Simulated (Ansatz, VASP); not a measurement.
**Yb: VASP beside Ansatz**

INCAR

```
SYSTEM = Yb
ALGO     = Normal         ! electronic algorithm
EDIFF    = 1E-6           ! SCF threshold, eV
ENCUT    = 520            ! plane-wave cutoff, eV
GGA      = PE             ! functional
ISIF     = 2              ! what is computed and relaxed
ISMEAR   = 0              ! smearing method
LASPH    = .TRUE.         ! aspherical terms in the spheres
LCHARG   = .FALSE.        ! write CHGCAR
LREAL    = .FALSE.        ! projectors in reciprocal space
LWAVE    = .FALSE.        ! write WAVECAR
NBANDS   = 18             ! bands
NELM     = 80             ! most SCF steps
PREC     = Accurate       ! precision mode
SIGMA    = 0.15           ! smearing width, eV
```

KPOINTS

```
k-points
0
G
  16 16 16
  0 0 0
```

The input POSCAR:

```
Yb
1.0
    0.0000000000      2.6796596806      2.6796596806
    2.6796596806      0.0000000000      2.6796596806
    2.6796596806      2.6796596806      0.0000000000
Yb
1
Direct
    0.0000000000      0.0000000000      0.0000000000
```

Input for Ansatz:

```yaml
crystal:
  lattice:
    - [0.0, 2.6796596806, 2.6796596806]
    - [2.6796596806, 0.0, 2.6796596806]
    - [2.6796596806, 2.6796596806, 0.0]
  atoms:
    - { symbol: Yb, position: [0.0, 0.0, 0.0] }
basis:
  ecutwfc: 420
kpoints:
  mp_grid: { grid: [16, 16, 16] }
hamiltonian:
  xc: pbe
scf:
  occupations: { method: gaussian, width: 0.15 }
output:
  forces: true
  stress: true
  eigenvalues: true
```

Alike in both runs: task single point; functional PBE; k mesh 16 × 16 × 16; occupations gaussian, width 0.15 eV; no spin polarisation.

```csv
,VASP,Ansatz
version,VASP 6.6.1,Ansatz 0.2.0
potentials or method,"VASP PAW PBE potentials, release 64 (Yb), cutoff 520 eV","scalar-relativistic, plane waves, PAW"
valence electrons in the cell,24,24
```

VASP gave:

| Quantity | Value |
| --- | --- |
| gap on the k mesh at the Fermi level (eV) | none |
| pressure (GPa) | -1.2 |

Problem. Which values does Ansatz return?

Solution. gap on the k mesh at the Fermi level (eV): none; pressure (GPa): -1.3.

A gap of «none» marks a metal or a gap that the smearing closes. With one functional, cell and mesh, what is left measures potentials, basis and numerics.

Spin-orbit coupling is off throughout.
